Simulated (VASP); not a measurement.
A run of VASP 6.6.1 is set up as follows.

The input INCAR:

```
PREC = Accurate ; ENCUT = 520
EDIFF = 1E-6 ; ISMEAR = 0
SIGMA = 0.1 ; LREAL = False
LASPH = True ; NELM = 60
ALGO = Normal ; ISIF = 2
LWAVE = False ; LCHARG = True
GGA = PE ; IVDW = 12
LELF = True ; LVHAR = True
NBANDS = 13
```

The input KPOINTS:

```
Automatic mesh
0
Gamma
  18 18 18
```

The input POSCAR:

```
W
1.0
   -1.5797658653      1.5797658653      1.5797658653
    1.5797658653     -1.5797658653      1.5797658653
    1.5797658653      1.5797658653     -1.5797658653
W
1
Direct
    0.0000000000      0.0000000000      0.0000000000
```

Potentials or basis: VASP PAW PBE potentials, release 64 (W_sv).

The run is started by

```sh
$ cat potpaw_PBE.64/W_sv/POTCAR > POTCAR
$ mpirun -np 1 vasp_std > vasp.out
```

Q: Estimate the band gap on the k mesh.

A: Zero (band 7 reaches 16.72 eV, above the bottom of band 8 at 10.28 eV).

Q: Predict the dispersion energy per atom.

A: -0.699 eV.

Q: Predict the pressure.

A: 0.5 GPa.

Caveat: spin-orbit coupling is left out, which moves the levels of the heavy elements; pairwise dispersion overbinds metals, which lowers pressure and volume.
